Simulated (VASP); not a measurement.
GaSb, 2 atoms in the cell. Symmetry: I-4m2, No. 119, tetragonal system. The conventional cell has a = 5.507 Å, b = 5.507 Å, c = 3.181 Å, α = 90.00°, β = 90.00°, γ = 90.00°. Sb (site symmetry -4m2) has 8 Ga at 2.87 to 3.64 Å and 2 Sb at 3.18 Å within 3.8 Å. Within 3.8 Å of Ga (site symmetry -4m2) lie 8 Sb at 2.87 to 3.64 Å and 2 Ga at 3.18 Å. 

| Item | Value |
| --- | --- |
| Program | VASP 6.6.1 |
| Task | single point |
| Functional | PBE-based screened hybrid with 25 % exact exchange |
| Potentials or basis | VASP PAW PBE potentials, release 64 (Sb, Ga_d) |
| Cutoff | 520 eV |
| k mesh | 5 × 5 × 5 |
| Occupations | fermi-dirac, width 0.05 eV |
| Spin | no spin polarisation |
| Dipole correction | no |
| Grid for exact exchange (PRECFOCK) | Normal |
| Share of exact exchange | 0.25 |
| Further INCAR settings | ALGO = Normal; EDIFF = 1e-07; NBANDS = 16 |
| Screening parameter | 0.3 1/Å |

Potentials or basis: VASP PAW PBE potentials, release 64 (Sb, Ga_d).

Launch:

```console
$ cat potpaw_PBE.64/Sb/POTCAR potpaw_PBE.64/Ga_d/POTCAR > POTCAR
$ cp INCAR.step1 INCAR
$ mpirun -np 1 vasp_std > vasp.out
$ cp INCAR.step2 INCAR
$ mpirun -np 1 vasp_std > vasp.out
```

Hardware: 1 × NVIDIA H100 80GB with 1 thread of AMD EPYC 7R13 Processor (Zen 3) (shared host).

Problem. How long does it take, and how much memory?

Solution. Run time: 17 min on 1 × NVIDIA H100 80GB with 1 thread of AMD EPYC 7R13 Processor (Zen 3), with other jobs on the host, peak memory 1.2 GiB. Counts: k points 18.
